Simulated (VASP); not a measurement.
Write the native input for VASP 6.6.1 that does the following.

* Task: single point
* Functional: PBE
* Potentials or basis: VASP PAW PBE potentials, release 64 (Yb, H, Rh_pv)
* Cutoff: 520 eV
* k mesh: 6 × 6 × 6
* Occupations: gaussian, width 0.1 eV
* Spin: no spin polarisation
* Dipole correction: no
* Further INCAR settings: ALGO = Normal; EDIFF = 1e-06; NBANDS = 43

The structure of YbHRh3 lies in POSCAR:

```
YbHRh3
1.0
    3.6750477500      0.0000000000      0.0000000000
    0.0000000000      3.6750477500      0.0000000000
    0.0000000000      0.0000000000      3.6750477500
Yb H Rh
1 1 3
Direct
    0.0000000000      0.0000000000      0.0000000000
    0.5000000000      0.5000000000      0.5000000000
    0.5000000000      0.0000000000      0.0000000000
    0.0000000000      0.5000000000      0.0000000000
    0.0000000000      0.0000000000      0.5000000000
```

The cell was generated, and may not be a known phase.

The input as run:

INCAR

```
PREC     = Accurate       # precision mode
ENCUT    = 520            # plane-wave cutoff, eV
EDIFF    = 1E-6           # SCF threshold, eV
ISMEAR   = 0              # smearing method
SIGMA    = 0.1            # smearing width, eV
LREAL    = F              # projectors in reciprocal space
LASPH    = T              # aspherical terms in the spheres
NELM     = 100            # most SCF steps
ALGO     = Normal         # electronic algorithm
ISIF     = 2              # what is computed and relaxed
LWAVE    = F              # write WAVECAR
LCHARG   = F              # write CHGCAR
GGA      = PE             # functional
NBANDS   = 43             # bands
```

KPOINTS

```
Automatic mesh
0
Gamma
  6 6 6
```

Potentials or basis: VASP PAW PBE potentials, release 64 (Yb, H, Rh_pv).

Command:

```bash
$ cat potpaw_PBE.64/Yb/POTCAR potpaw_PBE.64/H/POTCAR potpaw_PBE.64/Rh_pv/POTCAR > POTCAR
$ mpirun -np 1 vasp_std > vasp.out
```

It gave:

```
Pressure               : 356.8 GPa
Band gap on the k mesh : zero (bands 35 and 36 overlap by 1.49 eV)
```

Caveat: atoms lie so close that the PAW spheres overlap strongly, which falsifies energies and pressures; the cell stands under pressure; spin-orbit coupling is left out, which moves the levels of the heavy elements.

It took 99 s on 1 thread of Intel(R) Xeon(R) Platinum 8488C (Sapphire Rapids), on a shared host, peak memory 0.19 GiB.
